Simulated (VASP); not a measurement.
# Na4W in VASP: single point with PBEsol

Aim: the single point of Na4W with PBEsol.

Program: VASP 6.6.1. These are calculated values, not measurements. Logs are shortened: lines on timing, memory, paths and dates and some standing lists are left out, and cuts for length are marked.

### Step 1. The cell of the first run

The cell holds a slab with vacuum, 5 atoms: a = 4.167 Å, b = 4.167 Å, c = 25.251 Å, α = 90.00°, β = 90.00°, γ = 90.00°.

### Step 2. Single point, PBEsol, collinear spin

Contents of INCAR:

```
PREC = Accurate
ENCUT = 520
EDIFF = 1E-7
ISMEAR = 0
SIGMA = 0.1
LREAL = F
LASPH = T
NELM = 150
ALGO = Normal
ISIF = 2
LWAVE = F
LCHARG = F
ISPIN = 2
MAGMOM = 0 0 0 0 4
LORBIT = 11
LMAXMIX = 4
LDIPOL = T
IDIPOL = 3
DIPOL = 0.5 0.5 0.495
GGA = PS
NBANDS = 33
```

Contents of KPOINTS:

```
Automatic mesh
0
Gamma
  7 7 1
```

Contents of POSCAR:

```
Na4W
1.0
    4.1673657450      0.0000000000      0.0000000000
    0.0000000000      4.1673657450      0.0000000000
    0.0000000000      0.0000000000     25.2510486175
Na W
4 1
Direct
    0.5000000000      0.5000000000      0.3366196838
    0.0000000000      0.0000000000      0.4191383508
    0.5000000000      0.5000000000      0.5043243399
    0.0000000000      0.0000000000      0.5846303851
    0.5000000000      0.5000000000      0.6307516089
```

Potentials or basis: VASP PAW PBE potentials, release 64 (Na_pv, W_sv).

Command:

```console
$ cat potpaw_PBE.64/Na_pv/POTCAR potpaw_PBE.64/W_sv/POTCAR > POTCAR
$ mpirun -np 1 vasp_std > vasp.out
```

OUTCAR:

```text
PREC = Accurate
   ENCUT = 520
   EDIFF = 1E-7
   ISMEAR = 0
   LREAL = F
   LASPH = T
   NELM = 150
   ISIF = 2
   ISPIN = 2
   LORBIT = 11
   GGA = PS

 ion  position               nearest neighbor table
   1  0.500  0.500  0.337-
   2  0.000  0.000  0.419-
   3  0.500  0.500  0.504-
   4  0.000  0.000  0.585-
   5  0.500  0.500  0.631-

  LATTYP: Found a simple tetragonal cell.
 ALAT       =     4.1673657450
 C/A-ratio  =     6.0592350570

  Lattice vectors:

 A1 = (   4.1673657450,   0.0000000000,   0.0000000000)
 A2 = (   0.0000000000,   4.1673657450,   0.0000000000)
 A3 = (   0.0000000000,   0.0000000000,  25.2510486175)

Analysis of symmetry for initial positions (statically):
=====================================================================
 Subroutine PRICEL returns:
 Original cell was already a primitive cell.

 Routine SETGRP: Setting up the symmetry group for a
 simple tetragonal supercell.

 Subroutine GETGRP returns: Found  8 space group operations
 (whereof  8 operations were pure point group operations)
 out of a pool of 16 trial point group operations.

The static configuration has the point symmetry C_4v.

Analysis of symmetry for dynamics (positions and initial velocities):
=====================================================================
 Subroutine PRICEL returns:
 Original cell was already a primitive cell.

 Routine SETGRP: Setting up the symmetry group for a
 simple tetragonal supercell.

 Subroutine GETGRP returns: Found  8 space group operations
 (whereof  8 operations were pure point group operations)
 out of a pool of 16 trial point group operations.

The dynamic configuration has the point symmetry C_4v.

Analysis of structural, dynamic, and magnetic symmetry:
=====================================================================
 Subroutine PRICEL returns:
 Original cell was already a primitive cell.

 Routine SETGRP: Setting up the symmetry group for a
 simple tetragonal supercell.

 Subroutine GETGRP returns: Found  8 space group operations
 (whereof  8 operations were pure point group operations)
 out of a pool of 16 trial point group operations.

The overall configuration has the point symmetry C_4v.

 Subroutine INISYM returns: Found  8 space group operations
 (whereof  8 operations are pure point group operations),
 and found     1 'primitive' translations

----------------------------------------------------------------------------------------

                                     Primitive cell

  volume of cell :     438.5334

  direct lattice vectors                    reciprocal lattice vectors
     4.167365745  0.000000000  0.000000000     0.239959740  0.000000000  0.000000000
     0.000000000  4.167365745  0.000000000     0.000000000  0.239959740  0.000000000
     0.000000000  0.000000000 25.251048618     0.000000000  0.000000000  0.039602316

  length of vectors
     4.167365745  4.167365745 25.251048618     0.239959740  0.239959740  0.039602316

  position of ions in fractional coordinates (direct lattice)
     0.500000000  0.500000000  0.336619684
     0.000000000  0.000000000  0.419138351
     0.500000000  0.500000000  0.504324340
     0.000000000  0.000000000  0.584630385
     0.500000000  0.500000000  0.630751609

  ion indices of the primitive-cell ions
   primitive index   ion index
                 1           1
                 2           2
                 3           3
                 4           4
                 5           5

----------------------------------------------------------------------------------------

 KPOINTS: Automatic mesh

Automatic generation of k-mesh.
 Grid dimensions read from file:
 generate k-points for:    7    7    1

[... 22 lines left out ...]
  0.285714  0.000000  0.000000      4.000000
  0.428571  0.000000  0.000000      4.000000
  0.142857  0.142857  0.000000      4.000000
  0.285714  0.142857  0.000000      8.000000
  0.428571  0.142857  0.000000      8.000000
  0.285714  0.285714  0.000000      4.000000
  0.428571  0.285714  0.000000      8.000000
  0.428571  0.428571  0.000000      4.000000
   k-points           NKPTS =     10   k-points in BZ     NKDIM =     10   number of bands    NBANDS=     33
   number of dos      NEDOS =    301   number of ions     NIONS =      5
   total plane-waves  NPLWV = 196608
   dimension x,y,z NGX =    32 NGY =   32 NGZ =  192
   dimension x,y,z NGXF=    64 NGYF=   64 NGZF=  384
   ions per type =               4   1
   NGX,Y,Z   is equivalent  to a cutoff of  12.77, 12.77, 12.64 a.u.
   NGXF,Y,Z  is equivalent  to a cutoff of  25.53, 25.53, 25.28 a.u.
 SYSTEM =  unknown system
   PREC   = accura    normal or accurate (medium, high low for compatibility)
   ISTART =      0    job   : 0-new  1-cont  2-samecut
   ICHARG =      2    charge: 1-file 2-atom 10-const
   ISPIN  =      2    spin polarized calculation?
   LNONCOLLINEAR =      F non collinear calculations
   LSORBIT =      F    spin-orbit coupling
   LASPH  =      T    aspherical Exc in radial PAW
   ENCUT  =  520.0 eV  38.22 Ry    6.18 a.u.   7.75  7.75 46.95*2*pi/ulx,y,z
   NELM   =    150;   NELMIN=  2; NELMDL= -5     # of ELM steps
   EDIFF  = 0.1E-06   stopping-criterion for ELM
   LREAL  =      F    real-space projection
   EDIFFG = 0.1E-05   stopping-criterion for IOM
   NSW    =      0    number of steps for IOM
   IBRION =     -1    ionic relax: 0-MD 1-quasi-New 2-CG
   NFREE  =      0    steps in history (QN), initial steepest desc. (CG)
   ISIF   =      2    stress and relaxation
   ISYM   =      2    0-nonsym 1-usesym 2-fastsym
   POTIM  = 0.5000    time-step for ionic-motion
   TEBEG  =    0.0;   TEEND  =   0.0 temperature during run
   PSTRESS=    0.0 pullay stress
   NELECT =      42.0000    total number of electrons
   NUPDOWN=      -1.0000    fix difference up-down
   EMIN   =  10.00;   EMAX   =-10.00  energy-range for DOS
   EFERMI =   0.00;   METHOD = LEGACY
   ISMEAR =     0;   SIGMA  =   0.10  broadening in eV -4-tet -1-fermi 0-gaus
   EFERMI_NEDOS =   21; number of points for ismear=-14 and -15
   IALGO  =     38    algorithm
   IMIX   =      4    mixing-type and parameters
     AMIX     =   0.40;   BMIX     =  1.00
     AMIX_MAG =   1.60;   BMIX_MAG =  1.00
  volume/ion in A,a.u.               =      87.71       591.87
  Fermi-wavevector in a.u.,A,eV,Ry     =   0.749015  1.415433  7.633183  0.561023
  Thomas-Fermi vector in A             =   1.845436
   LORBIT       =     11    0 simple, 1 ext, 2 COOP (PROOUT), +10 PAW based schemes
   GGA     = PS    functional components
   LHFCALC =     F    Hartree Fock is set to
   AEXX    =    0.0000 exact exchange contribution
   IVDW    =     0    specifies the selected vdW correction
   LEPSILON=     F    determine dielectric tensor
   LRPA    =     F    only Hartree local field effects (RPA)
 spin polarized calculation
 Gauss-broadening in eV      SIGMA  =   0.10
  energy-cutoff  :      520.00
  volume of cell :      438.53
 maximum number of plane-waves:     11834
 NGX is ok and might be reduce to    32
   NGX = 15   NGY = 15   NGZ = 93

 dipolmoment           0.000000      0.000000     -0.286720 electrons x Angstroem

 number of electron      42.0000054 magnetization       4.7517036

 dipolmoment           0.000000      0.000000      0.121810 electrons x Angstroem

 Free energy of the ion-electron system (eV)
  ---------------------------------------------------
  ext. energy  EPLUGINS =         0.00000000
  ---------------------------------------------------
  free energy    TOTEN  =       -12.00488131 eV

  energy without entropy =      -11.99878046  energy(sigma->0) =      -12.00183089

 E-fermi :  -1.5405     XC(G=0):  -3.3856

 val. band max:       -1.7420820796   @ k =   0.4286   0.4286   0.0000
 cond. band min:      -1.5106558556   @ k =   0.4286   0.0000   0.0000
 fundamental gap:      0.2314262240
 Fermi energy:        -1.5405330175

 spin component 1

 k-point     1 :       0.0000    0.0000    0.0000
  band No.  band energies     occupation
      1     -75.9274      1.00000
      2     -40.3606      1.00000
      3     -40.3564      1.00000
      4     -40.3564      1.00000
      5     -26.7933      1.00000
      6     -26.7750      1.00000
[... 349 lines left out ...]
     32       1.7459      0.00000
     33       2.4854      0.00000
 Fermi energy:        -1.5405330175

 spin component 2

 k-point     1 :       0.0000    0.0000    0.0000
  band No.  band energies     occupation
      1     -74.4492      1.00000
      2     -38.3666      1.00000
      3     -38.3666      1.00000
      4     -38.3304      1.00000
      5     -26.7939      1.00000
      6     -26.7755      1.00000
[... 349 lines left out ...]
     32       2.3157      0.00000
     33       2.7885      0.00000

------------------------ aborting loop because EDIFF is reached ----------------------------------------

 vacuum level on the upper side and lower side of the slab       (xc-potential included)         0.575        -0.704

  FORCE on cell =-STRESS in cart. coord.  units (eV):
  Direction    XX          YY          ZZ          XY          YZ          ZX
  --------------------------------------------------------------------------------------
  -------------------------------------------------------------------------------------
  Total       -1.3622488     -1.3622488      0.0600755      0.0000000     -0.0000000      0.0000000
  in kB       -4.9769624     -4.9769624      0.2194851      0.0000000     -0.0000000      0.0000000
  external PRESSURE =      -3.2448133 kB  Pullay stress =       0.0000000 kB

 VOLUME and BASIS-vectors are now :
 -----------------------------------------------------------------------------
  energy-cutoff  :      520.00
  volume of cell :      438.53
      direct lattice vectors                 reciprocal lattice vectors
     4.167365745  0.000000000  0.000000000     0.239959740  0.000000000  0.000000000
     0.000000000  4.167365745  0.000000000     0.000000000  0.239959740  0.000000000
     0.000000000  0.000000000 25.251048618     0.000000000  0.000000000  0.039602316

 POSITION                                       TOTAL-FORCE (eV/Angst)
 -----------------------------------------------------------------------------------
      2.08368      2.08368      8.50000         0.000000     -0.000000     -0.028882
      0.00000      0.00000     10.58368        -0.000000     -0.000000      0.017901
      2.08368      2.08368     12.73472         0.000000     -0.000000      0.012611
      0.00000      0.00000     14.76253         0.000000     -0.000000      0.001537
      2.08368      2.08368     15.92714         0.000000      0.000000     -0.003167
 -----------------------------------------------------------------------------------
    total drift:                                0.000000      0.000000     -0.000780

  FREE ENERGIE OF THE ION-ELECTRON SYSTEM (eV)
  ---------------------------------------------------
  free  energy   TOTEN  =       -12.0048813109 eV

  energy  without entropy=      -11.9987804636  energy(sigma->0) =      -12.00183089

 vacuum level on the upper side and lower side of the slab         2.302         1.001

 total charge

# of ion       s       p       d       tot
------------------------------------------
    1        0.098   5.957   0.000   6.055
    2        0.095   5.969   0.000   6.063
    3        0.094   5.972   0.000   6.065
    4        0.097   5.985   0.000   6.082
    5        2.413   5.979   3.334  11.727
--------------------------------------------------
tot          2.796  29.862   3.334  35.992

 magnetization (x)

# of ion       s       p       d       tot
------------------------------------------
    1       -0.002   0.000   0.000  -0.001
    2        0.000  -0.001   0.000  -0.001
    3        0.000   0.001   0.000   0.001
    4        0.002   0.012   0.000   0.014
    5        0.104   0.027   3.197   3.328
--------------------------------------------------
tot          0.104   0.038   3.197   3.340
```

Wall time 7.6 min (1 thread of Intel Xeon Platinum 8375C at 2.90GHz (Ice Lake), shared host); peak memory 0.73 GiB.

What came out:

| Property | Result |
| --- | --- |
| Free energy | -12.0049 eV |
| Largest force | 0.029 eV/Å |
| Net moment | 4.75 μB per cell |
| Site moments | Na -0.00, +0.00, +0.01 (each value once); W +3.33 μB |
| Valence electrons inside the program's atomic spheres | Na 6.05, 6.06, 6.07, 6.08; W 11.73 |

Forces in eV/Å, atoms in the order of the input:
```
Na   0.000  0.000 -0.029
Na   0.000  0.000  0.018
Na   0.000  0.000  0.013
Na   0.000  0.000  0.002
W    0.000  0.000 -0.003
```

Caveat: the PAW data sets were made with another functional, which shifts forces and pressure a little; spin-orbit coupling is left out, which moves the levels of the heavy elements.
